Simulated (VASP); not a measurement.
# Cu3WS4: single point with r2SCAN

Cu3WS4:

```xyz
8
Lattice="5.4877 0.0000 0.0000 0.0000 5.4877 0.0000 0.0000 0.0000 5.4877" Properties=species:S:1:pos:R:3 pbc="T T T"
Cu    2.7439    0.0000    0.0000
Cu    0.0000    2.7439    0.0000
Cu    0.0000    0.0000    2.7439
W     0.0000    0.0000    0.0000
S     1.3207    1.3207    1.3207
S     1.3207    4.1670    4.1670
S     4.1670    4.1670    1.3207
S     4.1670    1.3207    4.1670
```

- Program: VASP 6.6.1
- Task: single point
- Functional: r2SCAN
- Potentials or basis: VASP PAW PBE potentials, release 64 (Cu, W_sv, S)
- Cutoff: 660 eV
- k mesh: 6 × 6 × 6
- Occupations: fermi-dirac, width 0.1 eV
- Spin: no spin polarisation
- Dipole correction: no
- Further INCAR settings: ALGO = Normal; EDIFF = 1e-06; NBANDS = 46

| Property | Result |
| --- | --- |
| Pressure | -1.0 GPa |
| Largest force | 0.013 eV/Å |
| Band gap on the k mesh | zero (an odd number of electrons rules out a gap without spin polarisation) |

Forces in eV/Å, atoms in the order of the input:
```
Cu   0.000  0.000  0.000
Cu   0.000  0.000  0.000
Cu   0.000  0.000  0.000
W    0.000  0.000  0.000
S    0.007  0.007  0.007
S    0.007 -0.007 -0.007
S   -0.007 -0.007  0.007
S   -0.007  0.007 -0.007
```

Levels at points of the mesh, in eV from the Fermi level:
```tsv
k point	band 32	band 33	band 34	band 35	band 36	band 37	band 38	band 39
(0.00, 0.00, 0.00)	-3.14	-2.35	-2.35	-2.35	0.10	0.10	0.38	0.38
(0.50, 0.00, 0.00)	-3.03	-3.00	-2.32	-2.32	-0.28	0.44	0.47	0.70
(0.50, 0.50, 0.00)	-3.26	-2.65	-2.65	-1.99	0.21	0.36	0.36	1.09
(0.50, 0.50, 0.50)	-3.51	-1.82	-1.82	-1.82	0.28	0.28	1.20	1.20
```

Wall time 9.5 min on 1 thread of Intel(R) Xeon(R) Platinum 8375C CPU @ 2.90GHz (Ice Lake), with other jobs on the host, peak memory 0.49 GiB.

Caveat: the PAW data sets were made with another functional, which shifts forces and pressure a little; spin-orbit coupling is left out, which moves the levels of the heavy elements. With open d or f shells a metallic result of r2SCAN can be an artefact of self-interaction; +U or a hybrid may open a gap.
